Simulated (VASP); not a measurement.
# GaSb (F-43m) in VASP: single point with PBE

Aim: the single point of GaSb with PBE.

All numbers are computed with VASP 6.6.1; they aren't measurements. Logs are shortened: lines on timing, memory, paths and dates and some standing lists are left out, and cuts for length are marked.

## 1. The cell of the first run

It takes space group F-43m (No. 216, cubic). Conventional cell: a = 6.199 Å, b = 6.199 Å, c = 6.199 Å, α = 90.00°, β = 90.00°, γ = 90.00°. Within 3.5 Å of Ga (site symmetry -43m) lie 4 Sb at 2.68 Å. Sb (site symmetry -43m) has 4 Ga at 2.68 Å within 3.5 Å.

## 2. Single point, PBE (volume scaled by 1.04)

Input file INCAR:

```
PREC = Accurate ; ENCUT = 520
EDIFF = 1E-6 ; ISMEAR = -1
SIGMA = 0.08 ; LREAL = False
LASPH = True ; NELM = 80
ALGO = Normal ; ISIF = 2
LWAVE = False ; LCHARG = False
GGA = PE ; NBANDS = 16
```

Input file KPOINTS:

```
Automatic mesh
0
Gamma
  12 12 12
```

Input file POSCAR:

```
GaSb
1.0
    0.0000000000      3.0992546163      3.0992546163
    3.0992546163      0.0000000000      3.0992546163
    3.0992546163      3.0992546163      0.0000000000
Ga Sb
1 1
Direct
    0.0000000000      0.0000000000      0.0000000000
    0.7500000000      0.7500000000      0.7500000000
```

Potentials or basis: VASP PAW PBE potentials, release 64 (Ga_d, Sb).

Command:

```sh
$ cat potpaw_PBE.64/Ga_d/POTCAR potpaw_PBE.64/Sb/POTCAR > POTCAR
$ mpirun -np 1 vasp_std > vasp.out
```

OUTCAR:

```text
PREC = Accurate
   ENCUT = 520
   EDIFF = 1E-6
   ISMEAR = -1
   LREAL = False
   LASPH = True
   NELM = 80
   ISIF = 2
   GGA = PE

 ion  position               nearest neighbor table
   1  0.000  0.000  0.000-   2 2.68   2 2.68   2 2.68   2 2.68
   2  0.750  0.750  0.750-   1 2.68   1 2.68   1 2.68   1 2.68

  LATTYP: Found a face centered cubic cell.
 ALAT       =     6.1985092326

  Lattice vectors:

 A1 = (   0.0000000000,   3.0992546163,   3.0992546163)
 A2 = (   3.0992546163,   0.0000000000,   3.0992546163)
 A3 = (   3.0992546163,   3.0992546163,   0.0000000000)

Analysis of symmetry for initial positions (statically):
=====================================================================
 Subroutine PRICEL returns:
 Original cell was already a primitive cell.

 Routine SETGRP: Setting up the symmetry group for a
 face centered cubic supercell.

 Subroutine GETGRP returns: Found 24 space group operations
 (whereof 24 operations were pure point group operations)
 out of a pool of 48 trial point group operations.

The static configuration has the point symmetry T_d .

Analysis of symmetry for dynamics (positions and initial velocities):
=====================================================================
 Subroutine PRICEL returns:
 Original cell was already a primitive cell.

 Routine SETGRP: Setting up the symmetry group for a
 face centered cubic supercell.

 Subroutine GETGRP returns: Found 24 space group operations
 (whereof 24 operations were pure point group operations)
 out of a pool of 48 trial point group operations.

The dynamic configuration has the point symmetry T_d .

 Subroutine INISYM returns: Found 24 space group operations
 (whereof 24 operations are pure point group operations),
 and found     1 'primitive' translations

----------------------------------------------------------------------------------------

                                     Primitive cell

  volume of cell :      59.5390

  direct lattice vectors                    reciprocal lattice vectors
     0.000000000  3.099254616  3.099254616    -0.161329114  0.161329114  0.161329114
     3.099254616  0.000000000  3.099254616     0.161329114 -0.161329114  0.161329114
     3.099254616  3.099254616  0.000000000     0.161329114  0.161329114 -0.161329114

  length of vectors
     4.383007912  4.383007912  4.383007912     0.279430221  0.279430221  0.279430221

  position of ions in fractional coordinates (direct lattice)
     0.000000000  0.000000000  0.000000000
     0.750000000  0.750000000  0.750000000

  ion indices of the primitive-cell ions
   primitive index   ion index
                 1           1
                 2           2

----------------------------------------------------------------------------------------

 KPOINTS: Automatic mesh

Automatic generation of k-mesh.
 Grid dimensions read from file:
 generate k-points for:   12   12   12

 Generating k-lattice:

  Cartesian coordinates                     Fractional coordinates (reciprocal lattice)
    -0.013444093  0.013444093  0.013444093     0.083333333  0.000000000  0.000000000
     0.013444093 -0.013444093  0.013444093     0.000000000  0.083333333  0.000000000
     0.013444093  0.013444093 -0.013444093     0.000000000  0.000000000  0.083333333

  Length of vectors
     0.023285852  0.023285852  0.023285852

  Shift w.r.t. Gamma in fractional coordinates (k-lattice)
     0.000000000  0.000000000  0.000000000

 Subroutine IBZKPT returns following result:
 ===========================================

 Found     72 irreducible k-points:

 Following reciprocal coordinates:
            Coordinates               Weight
  0.000000  0.000000  0.000000      1.000000
  0.083333  0.000000  0.000000      8.000000
  0.166667  0.000000  0.000000      8.000000
  0.250000  0.000000  0.000000      8.000000
  0.333333  0.000000  0.000000      8.000000
  0.416667  0.000000  0.000000      8.000000
[... 16 lines left out ...]
  0.500000  0.166667  0.000000     24.000000
 -0.416667  0.166667  0.000000     24.000000
 [... further k-points ...]
   k-points           NKPTS =     72   k-points in BZ     NKDIM =     72   number of bands    NBANDS=     16
   number of dos      NEDOS =    301   number of ions     NIONS =      2
   total plane-waves  NPLWV =  46656
   dimension x,y,z NGX =    36 NGY =   36 NGZ =   36
   dimension x,y,z NGXF=    72 NGYF=   72 NGZF=   72
   ions per type =               1   1
   NGX,Y,Z   is equivalent  to a cutoff of  13.65, 13.65, 13.65 a.u.
   NGXF,Y,Z  is equivalent  to a cutoff of  27.31, 27.31, 27.31 a.u.
 SYSTEM =  unknown system
   PREC   = accura    normal or accurate (medium, high low for compatibility)
   ISTART =      0    job   : 0-new  1-cont  2-samecut
   ICHARG =      2    charge: 1-file 2-atom 10-const
   ISPIN  =      1    spin polarized calculation?
   LNONCOLLINEAR =      F non collinear calculations
   LSORBIT =      F    spin-orbit coupling
   LASPH  =      T    aspherical Exc in radial PAW
   ENCUT  =  520.0 eV  38.22 Ry    6.18 a.u.   8.15  8.15  8.15*2*pi/ulx,y,z
   NELM   =     80;   NELMIN=  2; NELMDL= -5     # of ELM steps
   EDIFF  = 0.1E-05   stopping-criterion for ELM
   LREAL  =      F    real-space projection
   EDIFFG = 0.1E-04   stopping-criterion for IOM
   NSW    =      0    number of steps for IOM
   IBRION =     -1    ionic relax: 0-MD 1-quasi-New 2-CG
   NFREE  =      0    steps in history (QN), initial steepest desc. (CG)
   ISIF   =      2    stress and relaxation
   ISYM   =      2    0-nonsym 1-usesym 2-fastsym
   POTIM  = 0.5000    time-step for ionic-motion
   TEBEG  =    0.0;   TEEND  =   0.0 temperature during run
   PSTRESS=    0.0 pullay stress
   NELECT =      18.0000    total number of electrons
   NUPDOWN=      -1.0000    fix difference up-down
   EMIN   =  10.00;   EMAX   =-10.00  energy-range for DOS
   EFERMI =   0.00;   METHOD = LEGACY
   ISMEAR =    -1;   SIGMA  =   0.08  broadening in eV -4-tet -1-fermi 0-gaus
   EFERMI_NEDOS =   21; number of points for ismear=-14 and -15
   IALGO  =     38    algorithm
   IMIX   =      4    mixing-type and parameters
     AMIX     =   0.40;   BMIX     =  1.00
     AMIX_MAG =   1.60;   BMIX_MAG =  1.00
  volume/ion in A,a.u.               =      29.77       200.89
  Fermi-wavevector in a.u.,A,eV,Ry     =   1.098749  2.076334 16.425619  1.207249
  Thomas-Fermi vector in A             =   2.235132
   LORBIT       =      0    0 simple, 1 ext, 2 COOP (PROOUT), +10 PAW based schemes
   GGA     = PE    functional components
   LHFCALC =     F    Hartree Fock is set to
   AEXX    =    0.0000 exact exchange contribution
   IVDW    =     0    specifies the selected vdW correction
   LEPSILON=     F    determine dielectric tensor
   LRPA    =     F    only Hartree local field effects (RPA)
 non-spin polarized calculation
  energy-cutoff  :      520.00
  volume of cell :       59.54
 maximum number of plane-waves:      1639
 NGX is ok and might be reduce to    36
   NGX = 17   NGY = 17   NGZ = 17

 number of electron      17.9999991 magnetization

 Free energy of the ion-electron system (eV)
  ---------------------------------------------------
  ext. energy  EPLUGINS =         0.00000000
  ---------------------------------------------------
  free energy    TOTEN  =        -7.37272431 eV

  energy without entropy =       -7.37175012  energy(sigma->0) =       -7.37223722

 E-fermi :   4.6098     XC(G=0):  -8.9195

 val. band max:        4.4761364648   @ k =   0.0000   0.0000   0.0000
 cond. band min:       4.8013069543   @ k =   0.5000   0.0000   0.0000
 fundamental gap:      0.3251704895
 Fermi energy:         4.6097776277

 k-point     1 :       0.0000    0.0000    0.0000
  band No.  band energies     occupation
      1     -10.4836      2.00000
      2     -10.4836      2.00000
      3     -10.4836      2.00000
      4     -10.4396      2.00000
      5     -10.4396      2.00000
      6      -6.7343      2.00000
[... 8 lines left out ...]
     15      12.9941      0.00000
     16      12.9941      0.00000

 k-point     2 :       0.0833    0.0000    0.0000
  band No.  band energies     occupation
      1     -10.4852      2.00000
      2     -10.4828      2.00000
      3     -10.4828      2.00000
      4     -10.4397      2.00000
      5     -10.4397      2.00000
      6      -6.6662      2.00000
[... 8 lines left out ...]
     15      12.5124      0.00000
     16      12.5124      0.00000

 k-point     3 :       0.1667    0.0000    0.0000
  band No.  band energies     occupation
      1     -10.4895      2.00000
      2     -10.4809      2.00000
      3     -10.4809      2.00000
      4     -10.4398      2.00000
      5     -10.4398      2.00000
      6      -6.4662      2.00000
[... 8 lines left out ...]
     15      12.0556      0.00000
     16      12.0556      0.00000

 k-point     4 :       0.2500    0.0000    0.0000
  band No.  band energies     occupation
      1     -10.4954      2.00000
      2     -10.4785      2.00000
      3     -10.4785      2.00000
      4     -10.4399      2.00000
      5     -10.4399      2.00000
      6      -6.1501      2.00000
[... 8 lines left out ...]
     15      12.0283      0.00000
     16      12.0283      0.00000
[... 324 lines left out ...]
 k-point    22 :       0.4167    0.1667    0.0000
  band No.  band energies     occupation
      1     -10.5076      2.00000
      2     -10.4730      2.00000
      3     -10.4717      2.00000
      4     -10.4427      2.00000
      5     -10.4382      2.00000
      6      -5.4016      2.00000
[... 8 lines left out ...]
     15      13.4543      0.00000
     16      14.2294      0.00000

 k-point    23 :       0.5000    0.1667    0.0000
  band No.  band energies     occupation
      1     -10.5097      2.00000
      2     -10.4723      2.00000
      3     -10.4710      2.00000
      4     -10.4419      2.00000
      5     -10.4387      2.00000
      6      -5.0794      2.00000
[... 8 lines left out ...]
     15      14.0703      0.00000
     16      14.2835      0.00000

 k-point    24 :      -0.4167    0.1667    0.0000
  band No.  band energies     occupation
      1     -10.5095      2.00000
      2     -10.4723      2.00000
      3     -10.4715      2.00000
      4     -10.4409      2.00000
      5     -10.4396      2.00000
      6      -5.0271      2.00000
[... 8 lines left out ...]
     15      13.0768      0.00000
     16      13.5237      0.00000

 [... further k-points ...]

------------------------ aborting loop because EDIFF is reached ----------------------------------------

  FORCE on cell =-STRESS in cart. coord.  units (eV):
  Direction    XX          YY          ZZ          XY          YZ          ZX
  --------------------------------------------------------------------------------------
  -------------------------------------------------------------------------------------
  Total        0.1543620      0.1543620      0.1543620     -0.0000000      0.0000000     -0.0000000
  in kB        4.1538353      4.1538353      4.1538353     -0.0000000      0.0000000     -0.0000000
  external PRESSURE =       4.1538353 kB  Pullay stress =       0.0000000 kB

 VOLUME and BASIS-vectors are now :
 -----------------------------------------------------------------------------
  energy-cutoff  :      520.00
  volume of cell :       59.54
      direct lattice vectors                 reciprocal lattice vectors
     0.000000000  3.099254616  3.099254616    -0.161329114  0.161329114  0.161329114
     3.099254616  0.000000000  3.099254616     0.161329114 -0.161329114  0.161329114
     3.099254616  3.099254616  0.000000000     0.161329114  0.161329114 -0.161329114

 POSITION                                       TOTAL-FORCE (eV/Angst)
 -----------------------------------------------------------------------------------
      0.00000      0.00000      0.00000        -0.000000     -0.000000     -0.000000
      4.64888      4.64888      4.64888         0.000000      0.000000      0.000000
 -----------------------------------------------------------------------------------
    total drift:                               -0.000001     -0.000001     -0.000001

  FREE ENERGIE OF THE ION-ELECTRON SYSTEM (eV)
  ---------------------------------------------------
  free  energy   TOTEN  =        -7.3727243114 eV

  energy  without entropy=       -7.3717501237  energy(sigma->0) =       -7.37223722
```

Run time: 35 s. Hardware: 1 thread of Intel Xeon 6975P-C (Granite Rapids), shared host; peak memory 0.23 GiB.

What came out:

```yaml
Free_energy: -7.3727 eV
Pressure: 0.4 GPa
Band_gap_on_the_k_mesh: zero (filled and empty bands touch)
```

Levels at points of the mesh, in eV from the Fermi level:
```
           k point  band 6  band 7  band 8  band 9  band 10  band 11  band 12  band 13
(0.00, 0.00, 0.00)  -11.34   -0.37   -0.13   -0.13    -0.13     2.65     2.65     2.65
(0.50, 0.00, 0.00)   -9.82   -6.31   -1.23   -1.23     0.19     3.61     3.61     6.36
(0.50, 0.50, 0.00)   -9.05   -6.77   -2.57   -2.57     0.81     1.19     8.30     8.30
```

Caveat: spin-orbit coupling is left out, which moves the levels of the heavy elements.
